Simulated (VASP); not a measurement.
Runs of VASP 6.6.1 on KCl. It takes space group Pm-3m (No. 221, cubic). The conventional cell has a = 3.771 Å, b = 3.771 Å, c = 3.771 Å, α = 90.00°, β = 90.00°, γ = 90.00°. K (site symmetry m-3m) has 8 Cl at 3.27 Å and 6 K at 3.77 Å within 4.3 Å. Cl (site symmetry m-3m) has 8 K at 3.27 Å and 6 Cl at 3.77 Å within 4.3 Å. 

```csv
level,share of exact exchange,screening parameter,gap on the mesh (eV),pressure (GPa)
PBE-based screened hybrid with 100 % exact exchange,1,0.5 1/Å,(b),-0.5
PBE-based screened hybrid with 10 % exact exchange,0.1,0.3 1/Å,5.46,1.0
HSE06,0.25,0.2079 1/Å,6.37,0.7
PBE-based screened hybrid with 50 % exact exchange,0.5,0.3 1/Å,(a),(c)
```

Alike in all rows: task single point; potentials or basis VASP PAW PBE potentials, release 64 (K_sv, Cl); no spin polarisation; cell as given; k mesh 4 × 4 × 4; cutoff (eV) 520; smearing gaussian 0.01 eV.

**Question.** Fill in the values left out.

**Answer.** (a) 7.25; (b) 7.92; (c) 0.2.

Caveats: the PAW data sets were made with another functional, which shifts forces and pressure a little.

A k mesh can miss the band edges.
